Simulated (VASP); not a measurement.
# WS2 (Tungstenite) (P1) in VASP: settings compared, part 2 of 2

VASP 6.6.1.

## (4) Single point, r2SCAN

This run uses another cell than the first one, of 18.11 Å³/atom, 0.938 times its volume.

POSCAR

```
WS2
1.0
    1.5858867090      0.9156121184      6.2374759783
   -1.5858867090      0.9156121184      6.2374759783
    0.0000000000     -1.8312242367      6.2374759783
W S
1 2
Direct
   -0.0350064062      0.0302826207      0.0123768811
    0.1959063342      0.2904906442      0.2893905384
    0.3860568540      0.4567378171      0.4365407568
```

INCAR.step1

```
ALGO = Normal
EDIFF = 1E-4
ENCUT = 520
GGA = PE
ISMEAR = -1
LASPH = True
LCHARG = False
LREAL = False
LWAVE = True
NBANDS = 20
NELM = 80
PREC = Accurate
SIGMA = 0.146
```

INCAR.step2

```
ALGO = Normal
EDIFF = 1E-6
ENCUT = 520
ISIF = 2
ISMEAR = -1
ISTART = 1
LASPH = True
LCHARG = False
LMIXTAU = True
LREAL = False
LWAVE = False
METAGGA = R2SCAN
NBANDS = 20
NELM = 80
PREC = Accurate
SIGMA = 0.146
```

KPOINTS

```
k-points
0
Gamma
  6 6 6
```

Potentials or basis: VASP PAW PBE potentials, release 64 (W_sv, S).

The run is started by

```bash
cat potpaw_PBE.64/W_sv/POTCAR potpaw_PBE.64/S/POTCAR > POTCAR
cp INCAR.step1 INCAR
mpirun -np 1 vasp_std > vasp.out
cp INCAR.step2 INCAR
mpirun -np 1 vasp_std > vasp.out
```

OUTCAR:

```text
EDIFF = 1E-6
   ENCUT = 520
   ISIF = 2
   ISMEAR = -1
   ISTART = 1
   LASPH = True
   LREAL = False
   METAGGA = R2SCAN
   NELM = 80
   PREC = Accurate

 ion  position               nearest neighbor table
   1  0.965  0.030  0.012-   2 2.29   2 2.33   2 2.39   3 2.49   3 2.49   3 2.50
   2  0.196  0.290  0.289-   1 2.29   1 2.33   1 2.39
   3  0.386  0.457  0.437-   1 2.49   1 2.49   1 2.50

  LATTYP: Found a trigonal (rhomboedric) cell.
 ALAT       =     6.5007298656
 COS(alpha) =     0.8809717426

  Lattice vectors:

 A1 = (   1.5858867090,   0.9156121184,   6.2374759783)
 A2 = (  -1.5858867090,   0.9156121184,   6.2374759783)
 A3 = (   0.0000000000,  -1.8312242367,   6.2374759783)

Analysis of symmetry for initial positions (statically):
=====================================================================
 Subroutine PRICEL returns:
 Original cell was already a primitive cell.

 Routine SETGRP: Setting up the symmetry group for a
 trigonal (rhombohedral) supercell.

[... 158 lines left out ...]

 Free energy of the ion-electron system (eV)
  ---------------------------------------------------
  ext. energy  EPLUGINS =         0.00000000
  ---------------------------------------------------
  free energy    TOTEN  =       -69.77633700 eV

  energy without entropy =      -69.77298317  energy(sigma->0) =      -69.77466009

 E-fermi :   7.5071     XC(G=0): -11.5318

 val. band max:        7.2069017409   @ k =   0.5000   0.5000   0.5000
 cond. band min:       8.0666905054   @ k =  -0.1667   0.1667   0.0000
 fundamental gap:      0.8597887645
 Fermi energy:         7.5070995660

 k-point     1 :       0.0000    0.0000    0.0000
  band No.  band energies     occupation
      1     -69.5337      2.00000
      2     -33.1424      2.00000
      3     -32.9787      2.00000
      4     -32.9605      2.00000
      5      -9.2305      2.00000
      6      -7.1731      2.00000
[... 541 lines left out ...]
     19      15.7034      0.00000
     20      15.9792      0.00000

 [... further k-points ...]
[... 5 lines left out ...]
  --------------------------------------------------------------------------------------
  -------------------------------------------------------------------------------------
  Total        0.5783591      1.3668507      0.3332160     -0.3221689     -1.1001183     -0.6722936
  in kB       17.0515697     40.2984026      9.8240958     -9.4983980    -32.4344208    -19.8210071
  external PRESSURE =      22.3913560 kB  Pullay stress =       0.0000000 kB

 VOLUME and BASIS-vectors are now :
 -----------------------------------------------------------------------------
  energy-cutoff  :      520.00
  volume of cell :       54.34
      direct lattice vectors                 reciprocal lattice vectors
     1.585886709  0.915612118  6.237475978     0.315281033  0.182027589  0.053440420
    -1.585886709  0.915612118  6.237475978    -0.315281033  0.182027589  0.053440420
     0.000000000 -1.831224237  6.237475978     0.000000000 -0.364055179  0.053440420

 POSITION                                       TOTAL-FORCE (eV/Angst)
 -----------------------------------------------------------------------------------
      1.48235      0.88862      6.28521        -0.677934     -0.830971      4.084425
     -0.15000     -0.08459      4.83896         0.590071      0.811910     -2.155385
     -0.11209     -0.02773      7.97982         0.087863      0.019062     -1.929040
 -----------------------------------------------------------------------------------
    total drift:                               -0.000001     -0.000023      0.000355

  FREE ENERGIE OF THE ION-ELECTRON SYSTEM (eV)
  ---------------------------------------------------
  free  energy   TOTEN  =       -69.7763370028 eV

  energy  without entropy=      -69.7729831711  energy(sigma->0) =      -69.77466009
```

OUTCAR.step1:

```text
EDIFF = 1E-4
   ENCUT = 520
   GGA = PE
   ISMEAR = -1
   LASPH = True
   LREAL = False
[... 775 lines left out ...]
      1.48235      0.88862      6.28521        -0.661907     -0.813791      3.998844
     -0.15000     -0.08459      4.83896         0.576133      0.794975     -2.333062
     -0.11209     -0.02773      7.97982         0.085775      0.018816     -1.665781
 -----------------------------------------------------------------------------------
    total drift:                                0.000139      0.000157      0.001871

  FREE ENERGIE OF THE ION-ELECTRON SYSTEM (eV)
  ---------------------------------------------------
  free  energy   TOTEN  =       -23.3517082090 eV

  energy  without entropy=      -23.3472318691  energy(sigma->0) =      -23.34947004
```

Run time: 9.7 min. Hardware: 1 thread of Intel Xeon 6975P-C (Granite Rapids), shared host; peak memory 0.42 GiB.

What came out:

```
Free energy            : -69.7763 eV
Pressure               : 2.2 GPa
Largest force          : 4.223 eV/Å
Band gap on the k mesh : 0.86 eV, indirect (least direct gap 1.92 eV)
```

Forces on the atoms (eV/Å):
```
W   -0.678 -0.831  4.084
S    0.590  0.812 -2.155
S    0.088  0.019 -1.929
```

Levels at points of the mesh, in eV from the valence-band top:
```tsv
k point	band 11	band 12	band 13	band 14	band 15	band 16
(0.00, 0.00, 0.00)	-2.27	-2.15	-0.79	1.84	1.90	2.77
(0.50, 0.00, 0.00)	-2.89	-2.00	-1.66	2.27	2.60	3.50
(0.00, 0.50, 0.00)	-2.88	-2.09	-1.73	2.23	2.60	3.54
(0.00, 0.00, 0.50)	-2.85	-2.08	-1.84	2.21	2.59	3.63
(0.50, 0.50, 0.00)	-3.51	-2.16	-1.72	2.17	2.54	3.39
(0.50, 0.00, 0.50)	-3.45	-2.17	-1.62	2.19	2.54	3.37
(0.00, 0.50, 0.50)	-3.35	-2.15	-1.50	2.23	2.52	3.38
(0.50, 0.50, 0.50)	-2.45	-2.12	0.00	1.92	1.94	2.63
```

Caveat: the PAW data sets were made with another functional, which shifts forces and pressure a little; spin-orbit coupling is left out, which moves the levels of the heavy elements.
